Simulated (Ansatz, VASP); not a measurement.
**One calculation of BN, two programs**

```
CELL_PARAMETERS angstrom
0.00000 1.80750 1.84365
1.80750 0.00000 1.84365
1.80750 1.80750 0.00000
ATOMIC_POSITIONS crystal
B 0.00000 0.00000 0.00000
N 0.75000 0.75000 0.75000
```

Change from the starting cell: zz strain of +2 %, crystal datasets.

Alike in both runs: task electric field gradients; functional PBEsol; k mesh 13 × 13 × 13; occupations fermi-dirac, width 0.03 eV; no spin polarisation.

```csv
,VASP,Ansatz
version,VASP 6.6.1,Ansatz 0.2.0
potentials or method,"VASP PAW PBE potentials, release 64 (B, N), cutoff 520 eV","all-electron PAW with datasets made for the crystal, scalar-relativistic"
```

```csv
,VASP,Ansatz,Ansatz less VASP
gap on the k mesh at the Fermi level (eV),4.16,4.16,+0.008
pressure (GPa),-9.6,-10.1,-0.50
"traceless stress, the component that is largest in VASP (GPa)",-8.07,-8.09,-0.012
size of Vzz on the site where it differs most (V/Å²),0.7,0.5,-0.16
```

VASP's potentials were made for PBE, not for PBEsol. Ansatz ran all-electron here, and VASP with PAW potentials.
